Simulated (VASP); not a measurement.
A run of VASP 6.6.1 is set up as follows.

Contents of INCAR:

```
SYSTEM = PbO
PREC = Accurate ; ENCUT = 520
EDIFF = 1E-7 ; ISMEAR = 0
SIGMA = 0.01 ; LREAL = .False.
LASPH = .True. ; NELM = 80
ALGO = Normal ; ISIF = 2
LWAVE = .False. ; LCHARG = .True.
GGA = PS ; LELF = .True.
LVHAR = .True. ; NBANDS = 17
```

File KPOINTS:

```
Automatic mesh
0
Gamma
  6 6 6
  0 0 0
```

POSCAR

```
PbO
1.0
    3.1793716482      0.0000000000      0.0000000000
    0.0000000000      3.1793716482      0.0000000000
    0.0000000000      0.0000000000      3.1793716482
Pb O
1 1
Direct
    0.0000000000      0.0000000000      0.0000000000
    0.5000000000      0.5000000000      0.5000000000
```

Potentials or basis: VASP PAW PBE potentials, release 64 (Pb_d, O).

Launch:

```console
$ cat potpaw_PBE.64/Pb_d/POTCAR potpaw_PBE.64/O/POTCAR > POTCAR
$ mpirun -np 1 vasp_std > vasp.out
```

What does it give for the band gap on the k mesh?

0.65 eV (least direct gap 0.83 eV).

Predict the pressure.

-2.1 GPa.

Caveat: the PAW data sets were made with another functional, which shifts forces and pressure a little; spin-orbit coupling is left out, which moves the levels of the heavy elements. A k mesh can miss the band edges.
